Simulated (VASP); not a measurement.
A run of VASP 6.6.1 is set up as follows.

File INCAR:

```
  PREC = Accurate
  ENCUT = 600
  EDIFF = 1E-6
  ISMEAR = 0
  SIGMA = 0.1
  LREAL = False
  LASPH = True
  NELM = 100
  ALGO = Normal
  ISIF = 3
  LWAVE = False
  LCHARG = False
  GGA = PE
  IBRION = 2
  NSW = 100
  EDIFFG = -0.01
```

Contents of KPOINTS:

```
regular mesh
0
Gamma
  8 8 8
```

POSCAR

```
ScBSbP3
1.0
    4.9409485591      0.0000000000      0.0000000000
    0.0000000000      4.9409485591      0.0000000000
    0.0000000000      0.0000000000      5.4217941743
Sc B Sb P
1 1 1 3
Direct
    0.0000000000      0.0000000000      0.5000000000
    0.5000000000      0.5000000000      0.0000000000
    0.0000000000      0.0000000000      0.0000000000
    0.5000000000      0.0000000000      0.5000000000
    0.0000000000      0.5000000000      0.5000000000
    0.5000000000      0.5000000000      0.5000000000
```

Potentials or basis: VASP PAW PBE potentials, release 64 (Sc_sv, B, Sb, P).

Run with:

```console
$ cat potpaw_PBE.64/Sc_sv/POTCAR potpaw_PBE.64/B/POTCAR potpaw_PBE.64/Sb/POTCAR potpaw_PBE.64/P/POTCAR > POTCAR
$ mpirun -np 1 vasp_std > vasp.out
```

Question: Estimate the space group after relaxing (to 0.1 Å).

Answer: P4/mmm (No. 123).

Question: What does it give for the relaxed volume?

Answer: 22.11 Å³/atom.

Question: Estimate the relaxed cell.

Answer: a = 4.987 Å, b = 4.987 Å, c = 5.335 Å, α = 90.00°, β = 90.00°, γ = 90.00°.

Final structure:
```
Sc B Sb P
1.0
     4.98690    0.00000    0.00000
     0.00000    4.98690    0.00000
     0.00000    0.00000    5.33507
Sc B Sb P
1 1 1 3
Cartesian
  0.0000 4.9869 2.6675
  2.4935 2.4935 0.0000
  0.0000 4.9869 0.0000
  2.4935 4.9869 2.6675
  0.0000 2.4935 2.6675
  2.4935 2.4935 2.6675
```
